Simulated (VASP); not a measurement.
Here is a VASP 6.6.1 calculation.

The input INCAR:

```
SYSTEM = Na3AlO3
PREC = Accurate ; ENCUT = 600
EDIFF = 1E-6 ; ISMEAR = 0
SIGMA = 0.15 ; LREAL = .FALSE.
LASPH = .TRUE. ; NELM = 60
ALGO = Normal ; ISIF = 3
LWAVE = .FALSE. ; LCHARG = .FALSE.
GGA = PE ; IBRION = 2
NSW = 36 ; EDIFFG = -0.08
```

The input KPOINTS:

```
Automatic mesh
0
G
  2 2 3
  0 0 0
```

POSCAR

```
Na3AlO3
1.0
    6.9000000000      0.0000000000      0.0000000000
   -3.4500000000      5.9755752900      0.0000000000
    0.0000000000      0.0000000000      4.8300000000
Na Al O
6 2 6
Direct
    0.6425000000      0.7300000000      0.7500000000
    0.0875000000      0.3575000000      0.7500000000
    0.2700000000      0.9125000000      0.7500000000
    0.3575000000      0.2700000000      0.2500000000
    0.9125000000      0.6425000000      0.2500000000
    0.7300000000      0.0875000000      0.2500000000
    0.6666666700      0.3333333300      0.7500000000
    0.3333333300      0.6666666700      0.2500000000
    0.4050000000      0.3180000000      0.7500000000
    0.6820000000      0.0870000000      0.7500000000
    0.9130000000      0.5950000000      0.7500000000
    0.0870000000      0.4050000000      0.2500000000
    0.5950000000      0.6820000000      0.2500000000
    0.3180000000      0.9130000000      0.2500000000
```

Potentials or basis: VASP PAW PBE potentials, release 64 (Na_pv, Al, O).

Launch:

```sh
$ cat potpaw_PBE.64/Na_pv/POTCAR potpaw_PBE.64/Al/POTCAR potpaw_PBE.64/O/POTCAR > POTCAR
$ mpirun -np 1 vasp_std > vasp.out
```

Question: Predict the relaxed cell.

Answer: a = 6.912 Å, b = 6.912 Å, c = 4.986 Å, α = 90.00°, β = 90.00°, γ = 120.00°.

Question: Estimate the space group after relaxing (to 0.1 Å).

Answer: P6_3/m (No. 176).

Question: Predict the relaxed volume.

Answer: 14.74 Å³/atom.

Final structure:
```yaml
crystal:
  lattice:
    - [6.91184, 0.00000, 0.00000]
    - [-3.45592, 5.98583, 0.00000]
    - [0.00000, 0.00000, 4.98627]
  atoms:
    - { symbol: Na, position: [0.66144, 0.74381, 0.75000] }
    - { symbol: Na, position: [0.08237, 0.33856, 0.75000] }
    - { symbol: Na, position: [0.25619, 0.91763, 0.75000] }
    - { symbol: Na, position: [0.33856, 0.25619, 0.25000] }
    - { symbol: Na, position: [0.91763, 0.66144, 0.25000] }
    - { symbol: Na, position: [0.74381, 0.08237, 0.25000] }
    - { symbol: Al, position: [0.66667, 0.33333, 0.75000] }
    - { symbol: Al, position: [0.33333, 0.66667, 0.25000] }
    - { symbol: O, position: [0.40365, 0.30400, 0.75000] }
    - { symbol: O, position: [0.69600, 0.09965, 0.75000] }
    - { symbol: O, position: [0.90035, 0.59635, 0.75000] }
    - { symbol: O, position: [0.09965, 0.40365, 0.25000] }
    - { symbol: O, position: [0.59635, 0.69600, 0.25000] }
    - { symbol: O, position: [0.30400, 0.90035, 0.25000] }
```

Caveat: the k points lie up to 0.52 Å⁻¹ apart in the final cell.
